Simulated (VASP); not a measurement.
# B3P3H2 (flat sheet) in VASP: further runs, part 2 of 2

VASP 6.6.1. Earlier steps stand in the parts before.

**3. Single point, PBEsol**

This run uses another cell than the first one, of 63.04 Å³/atom, 1.003 times its volume.

INCAR reads:

```
ALGO = Normal ; EDIFF = 1E-6
ENCUT = 520 ; GGA = PS
ISIF = 2 ; ISMEAR = 0
LASPH = T ; LCHARG = F
LREAL = Auto ; LWAVE = F
NBANDS = 40 ; NELM = 100
PREC = Accurate ; SIGMA = 0.05
```

KPOINTS reads:

```
k-points
0
Gamma
  1 1 6
```

POSCAR reads:

```
B3P3H2
1.0
   19.5000000000      0.0000000000      0.0000000000
    0.0000000000      9.3000000000      0.0000000000
    0.0000000000      0.0000000000      5.5617794268
B P H
6 6 4
Direct
    0.7056478553      0.5000000000      0.3332816907
    0.5413418171      0.5000000000      0.3356770150
    0.6226108019      0.5000000000      0.8364180091
    0.3773891981      0.5000000000      0.3364180091
    0.4586581829      0.5000000000      0.8356770150
    0.2943521447      0.5000000000      0.8332816907
    0.6234372222      0.5000000000      0.1706333212
    0.7017431152      0.5000000000      0.6583972227
    0.4590784463      0.5000000000      0.1684752011
    0.5409215537      0.5000000000      0.6684752011
    0.2982568848      0.5000000000      0.1583972227
    0.3765627778      0.5000000000      0.6706333212
    0.7595957469      0.5000000000      0.2295623458
    0.2404042531      0.5000000000      0.7295623458
    0.7640115022      0.5000000000      0.7883015537
    0.2359884978      0.5000000000      0.2883015537
```

Potentials or basis: VASP PAW PBE potentials, release 64 (B, P, H).

The run is started by

```console
$ cat potpaw_PBE.64/B/POTCAR potpaw_PBE.64/P/POTCAR potpaw_PBE.64/H/POTCAR > POTCAR
$ mpirun -np 1 vasp_std > vasp.out
```

OUTCAR:

```text
EDIFF = 1E-6
   ENCUT = 520
   GGA = PS
   ISIF = 2
   ISMEAR = 0
   LASPH = T
   LREAL = Auto
   NELM = 100
   PREC = Accurate

 ion  position               nearest neighbor table
   1  0.706  0.500  0.333-  13 1.20   8 1.81   7 1.84
   2  0.541  0.500  0.336-   7 1.85  10 1.85   9 1.85
   3  0.623  0.500  0.836-   8 1.83  10 1.85   7 1.86
   4  0.377  0.500  0.336-  11 1.83   9 1.85  12 1.86
   5  0.459  0.500  0.836-  12 1.85   9 1.85  10 1.85
   6  0.294  0.500  0.833-  14 1.20  11 1.81  12 1.84
   7  0.623  0.500  0.171-   1 1.84   2 1.85   3 1.86
   8  0.702  0.500  0.658-  15 1.41   1 1.81   3 1.83
   9  0.459  0.500  0.168-   4 1.85   5 1.85   2 1.85
  10  0.541  0.500  0.668-   3 1.85   2 1.85   5 1.85
  11  0.298  0.500  0.158-  16 1.41   6 1.81   4 1.83
  12  0.377  0.500  0.671-   6 1.84   5 1.85   4 1.86
  13  0.760  0.500  0.230-   1 1.20
  14  0.240  0.500  0.730-   6 1.20
  15  0.764  0.500  0.788-   8 1.41
  16  0.236  0.500  0.288-  11 1.41

  LATTYP: Found a simple orthorhombic cell.
 ALAT       =     5.5617794268
 B/A-ratio  =     1.6721267217
 C/A-ratio  =     3.5060721585

  Lattice vectors:

 A1 = (   0.0000000000,   0.0000000000,  -5.5617794268)
 A2 = (   0.0000000000,   9.3000000000,   0.0000000000)
 A3 = (  19.5000000000,   0.0000000000,   0.0000000000)

Analysis of symmetry for initial positions (statically):
=====================================================================
 Subroutine PRICEL returns:
 Original cell was already a primitive cell.

 Routine SETGRP: Setting up the symmetry group for a
 simple orthorhombic supercell.

 Subroutine GETGRP returns: Found  4 space group operations
 (whereof  2 operations were pure point group operations)
 out of a pool of  8 trial point group operations.

The static configuration has the point symmetry C_1h.
 The point group associated with its full space group is C_2v.
[... 143 lines left out ...]
  Fermi-wavevector in a.u.,A,eV,Ry     =   0.609301  1.151413  5.051138  0.371248
  Thomas-Fermi vector in A             =   1.664447
   LORBIT       =      0    0 simple, 1 ext, 2 COOP (PROOUT), +10 PAW based schemes
   GGA     = PS    functional components
   LHFCALC =     F    Hartree Fock is set to
   AEXX    =    0.0000 exact exchange contribution
   IVDW    =     0    specifies the selected vdW correction
   LEPSILON=     F    determine dielectric tensor
   LRPA    =     F    only Hartree local field effects (RPA)
 non-spin polarized calculation
 Gauss-broadening in eV      SIGMA  =   0.05
  energy-cutoff  :      520.00
  volume of cell :     1008.63
 maximum number of plane-waves:     27177
 NGX is ok and might be reduce to   150
   NGX = 73   NGY = 35   NGZ = 21

 number of electron      51.9999997 magnetization

 Free energy of the ion-electron system (eV)
  ---------------------------------------------------
  ext. energy  EPLUGINS =         0.00000000
  ---------------------------------------------------
  free energy    TOTEN  =       -88.47577202 eV

  energy without entropy =      -88.47577202  energy(sigma->0) =      -88.47577202

 E-fermi :  -3.0234     XC(G=0):  -2.7564

 val. band max:       -3.2804355826   @ k =   0.0000   0.0000   0.0000
 cond. band min:      -2.1385313070   @ k =   0.0000   0.0000   0.0000
 fundamental gap:      1.1419042756
 Fermi energy:        -3.0234363300

 k-point     1 :       0.0000    0.0000    0.0000
  band No.  band energies     occupation
      1     -16.6177      2.00000
      2     -15.9881      2.00000
      3     -15.0020      2.00000
      4     -13.9951      2.00000
      5     -13.8004      2.00000
      6     -13.5440      2.00000
[... 153 lines left out ...]
     37       1.5784      0.00000
     38       1.5784      0.00000
 [bands above 38 left out]

------------------------ aborting loop because EDIFF is reached ----------------------------------------

  FORCE on cell =-STRESS in cart. coord.  units (eV):
  Direction    XX          YY          ZZ          XY          YZ          ZX
  --------------------------------------------------------------------------------------
  -------------------------------------------------------------------------------------
  Total        0.0151404     -0.0343324      0.0659464      0.0000000      0.0000000      0.0000000
  in kB        0.0240501     -0.0545360      0.1047540      0.0000000      0.0000000      0.0000000
  external PRESSURE =       0.0247560 kB  Pullay stress =       0.0000000 kB

 VOLUME and BASIS-vectors are now :
 -----------------------------------------------------------------------------
  energy-cutoff  :      520.00
  volume of cell :     1008.63
      direct lattice vectors                 reciprocal lattice vectors
    19.500000000  0.000000000  0.000000000     0.051282051  0.000000000  0.000000000
     0.000000000  9.300000000  0.000000000     0.000000000  0.107526882  0.000000000
     0.000000000  0.000000000  5.561779427     0.000000000  0.000000000  0.179798572

 POSITION                                       TOTAL-FORCE (eV/Angst)
 -----------------------------------------------------------------------------------
     13.76013      4.65000      1.85364        -0.004357      0.000000     -0.009181
     10.55617      4.65000      1.86696         0.006265      0.000000     -0.002395
     12.14091      4.65000      4.65197        -0.005138      0.000000      0.002030
      7.35909      4.65000      1.87108         0.005138      0.000000      0.002030
      8.94383      4.65000      4.64785        -0.006265      0.000000     -0.002395
      5.73987      4.65000      4.63453         0.004357      0.000000     -0.009181
[... 8 lines left out ...]
     14.89822      4.65000      4.38436        -0.013124      0.000000     -0.004956
      4.60178      4.65000      1.60347         0.013124      0.000000     -0.004956
 -----------------------------------------------------------------------------------
    total drift:                                0.000000     -0.000000      0.008768

  FREE ENERGIE OF THE ION-ELECTRON SYSTEM (eV)
  ---------------------------------------------------
  free  energy   TOTEN  =       -88.4757720167 eV

  energy  without entropy=      -88.4757720167  energy(sigma->0) =      -88.47577202
```

OSZICAR:

```text
N       E                     dE             d eps       ncg     rms          rms(c)
DAV:   1     0.362933809438E+03    0.36293E+03   -0.15423E+04   320   0.889E+02
DAV:   2    -0.288330677351E+02   -0.39177E+03   -0.37745E+03   480   0.181E+02
DAV:   3    -0.931176941742E+02   -0.64285E+02   -0.63952E+02   392   0.799E+01
[... 15 lines left out ...]
DAV:  19    -0.884757226008E+02   -0.30686E-04   -0.67938E-07   344   0.277E-03    0.128E-03
DAV:  20    -0.884757665270E+02   -0.43926E-04   -0.22771E-06   312   0.402E-03    0.625E-04
DAV:  21    -0.884757709071E+02   -0.43801E-05   -0.25459E-07   304   0.153E-03    0.392E-04
DAV:  22    -0.884757719810E+02   -0.10739E-05   -0.14084E-07   256   0.118E-03    0.327E-04
DAV:  23    -0.884757720167E+02   -0.35661E-07   -0.20323E-08   304   0.481E-04
   1 F= -.88475772E+02 E0= -.88475772E+02  d E =-.157915E-13
```

Wall time 3 min (1 thread of Intel Xeon 6975P-C (Granite Rapids), shared host); peak memory 0.86 GiB.

Results:

* Free energy: -88.4758 eV
* Largest force: 0.030 eV/Å
* Band gap on the k mesh: 1.14 eV, direct

Forces in eV/Å, atoms in the order of the input:
```
B   -0.004  0.000 -0.009
B    0.006  0.000 -0.002
B   -0.005  0.000  0.002
B    0.005  0.000  0.002
B   -0.006  0.000 -0.002
B    0.004  0.000 -0.009
P    0.002  0.000 -0.005
P    0.025  0.000  0.017
P    0.003  0.000  0.005
P   -0.003  0.000  0.005
P   -0.025  0.000  0.017
P   -0.002  0.000 -0.005
H    0.013  0.000 -0.003
H   -0.013  0.000 -0.003
H   -0.013  0.000 -0.005
H    0.013  0.000 -0.005
```

Levels at points of the mesh, in eV from the valence-band top:
```
           k point  band 22  band 23  band 24  band 25  band 26  band 27  band 28  band 29  band 30  band 31
(0.00, 0.00, 0.00)    -1.90    -1.88    -0.67    -0.51     0.00     1.14     1.52     1.80     3.50     3.54
(0.00, 0.00, 0.50)    -2.79    -2.09    -2.09    -1.18    -1.18     2.09     2.09     3.33     3.33     3.53
```

Caveat: the PAW data sets were made with another functional, which shifts forces and pressure a little.
